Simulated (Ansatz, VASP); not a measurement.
Mg: VASP beside Ansatz

The input INCAR:

```
PREC     = Accurate       # precision mode
ENCUT    = 520            # plane-wave cutoff, eV
EDIFF    = 1E-7           # SCF threshold, eV
ISMEAR   = 0              # smearing method
SIGMA    = 0.1            # smearing width, eV
LREAL    = F              # projectors in reciprocal space
LASPH    = T              # aspherical terms in the spheres
NELM     = 100            # most SCF steps
ALGO     = Normal         # electronic algorithm
ISIF     = 2              # what is computed and relaxed
LWAVE    = F              # write WAVECAR
LCHARG   = F              # write CHGCAR
GGA      = PE             # functional
NBANDS   = 7              # bands
```

File KPOINTS:

```
Automatic mesh
0
Gamma
  16 16 16
```

The input POSCAR:

```
Mg
1.0
    0.0000000000      2.3535512672      2.3535512672
    2.3535512672      0.0000000000      2.3535512672
    2.3535512672      2.3535512672      0.0000000000
Mg
1
Direct
    0.0000000000      0.0000000000      0.0000000000
```

Input for Ansatz:

```yaml
crystal:
  lattice:
    - [0.0, 2.3535512672, 2.3535512672]
    - [2.3535512672, 0.0, 2.3535512672]
    - [2.3535512672, 2.3535512672, 0.0]
  atoms:
    - { symbol: Mg, position: [0.0, 0.0, 0.0] }
basis:
  ecutwfc: 420
kpoints:
  mp_grid: { grid: [16, 16, 16] }
hamiltonian:
  xc: pbe
scf:
  occupations: { method: gaussian, width: 0.1 }
output:
  forces: true
  stress: true
  eigenvalues: true
```

Alike in both runs: task single point; functional PBE; k mesh 16 × 16 × 16; occupations gaussian, width 0.1 eV; no spin polarisation.

```csv
,VASP,Ansatz
version,VASP 6.6.1,Ansatz 0.2.0
potentials or method,"VASP PAW PBE potentials, release 64 (Mg), cutoff 520 eV","scalar-relativistic, plane waves, PAW"
valence electrons in the cell,2,10
```

```csv
,VASP,Ansatz,Ansatz less VASP
gap on the k mesh at the Fermi level (eV),none,none,-
pressure (GPa),-3.4,-3.3,+0.11
```

A gap of «none» marks a metal or a gap that the smearing closes. VASP's potentials hold 2 valence electrons a cell and Ansatz's 10, so a difference there can come from the potentials and not from the codes.
